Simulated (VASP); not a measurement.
InP: single point with PBEsol

The system is InP.

```
In P
1.0
     0.00000    2.85500    2.94065
     2.85500    0.00000    2.94065
     2.85500    2.85500    0.00000
In P
1 1
Direct
  0.00000 0.00000 0.00000
  0.50000 0.50000 0.50000
```

This cell differs from its parent crystal: zz strain of +3 %.

```yaml
Program: VASP 6.6.1
Task: single point
Functional: PBEsol
Potentials_or_basis: VASP PAW PBE potentials, release 64 (In_d, P)
Cutoff: 520 eV
k_mesh: 11 × 11 × 11
Occupations: fermi-dirac, width 0.03 eV
Spin: no spin polarisation
```

| Item | Value |
| --- | --- |
| Pressure | -9.2 GPa |
| Band gap on the k mesh | zero (band 9 reaches 5.84 eV, above the bottom of band 10 at 3.64 eV) |

Stress tensor (GPa, compression positive):
```
 -8.66   0.00   0.00
  0.00  -8.66   0.00
  0.00   0.00 -10.39
```

Levels at points of the mesh, in eV from the Fermi level:
| k point | band 6 | band 7 | band 8 | band 9 | band 10 | band 11 | band 12 | band 13 |
| --- | --- | --- | --- | --- | --- | --- | --- | --- |
| (0.00, 0.00, 0.00) | -11.17 | -0.39 | -0.26 | -0.26 | -0.01 | 6.92 | 7.12 | 7.12 |

Run time: 39 s on 1 thread of Intel(R) Xeon(R) 6975P-C (Granite Rapids), with other jobs on the host, peak memory 0.23 GiB.

Caveat: the cell differs from its parent crystal (zz strain of +3 %); the PAW data sets were made with another functional, which shifts forces and pressure a little; spin-orbit coupling is left out, which moves the levels of the heavy elements.
